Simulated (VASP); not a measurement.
Nb3Si2O: single point with PBE

Crystal: Nb3Si2O.

```
Nb Si O
1.0
     3.01002    0.00000    0.00000
    -1.50501    2.60675    0.00000
     0.00000    0.00000   12.09611
Nb Si O
3 2 1
Direct
  0.00000 0.00000 0.50000
  0.00000 0.00000 0.15760
  0.00000 0.00000 0.84240
  0.33333 0.66667 0.33356
  0.33333 0.66667 0.66644
  0.00000 0.00000 0.00000
```

The cell was built from a structure type or drawn by symmetry, and may not be a known phase.

```yaml
Program: VASP 6.6.1
Task: single point
Functional: PBE
Potentials_or_basis: VASP PAW PBE potentials, release 64 (Nb_sv, Si, O)
Cutoff: 520 eV
k_mesh: 12 × 12 × 4
Occupations: gaussian, width 0.1 eV
Spin: no spin polarisation
Dipole_correction: no
Further_INCAR_settings: ALGO = Normal; EDIFF = 1e-06; NBANDS = 36
```

| Item | Value |
| --- | --- |
| Pressure | -0.3 GPa |
| Largest force | 0.016 eV/Å |
| Band gap on the k mesh | zero (an odd number of electrons rules out a gap without spin polarisation) |

Forces in eV/Å, atoms in the order of the input:
```
Nb   0.000  0.000  0.000
Nb   0.000  0.000 -0.016
Nb   0.000  0.000  0.016
Si   0.000  0.000  0.001
Si   0.000  0.000 -0.001
O    0.000  0.000  0.000
```

Stress tensor (GPa, compression positive):
```
-0.22  0.00  0.00
 0.00 -0.22  0.00
 0.00  0.00 -0.39
```

Levels at points of the mesh, in eV from the Fermi level:
```csv
k point,band 23,band 24,band 25,band 26,band 27,band 28,band 29,band 30
"(0.00, 0.00, 0.00)",-1.06,-0.12,-0.12,-0.02,-0.02,0.04,0.04,1.64
"(0.50, 0.00, 0.00)",-2.81,-2.59,-1.14,-0.20,0.97,1.18,1.24,1.44
"(0.00, 0.00, 0.50)",-0.80,-0.10,-0.10,-0.05,-0.05,0.06,0.06,1.76
"(0.50, 0.00, 0.50)",-2.66,-2.54,-1.64,-0.07,0.62,1.26,1.99,2.06
```

Wall time 2 min on 1 thread of Intel(R) Xeon(R) 6975P-C (Granite Rapids) (shared host), peak memory 0.32 GiB.

Caveat: an odd number of electrons without spin polarisation forces a metal; a magnetic or distorted state may lie lower.
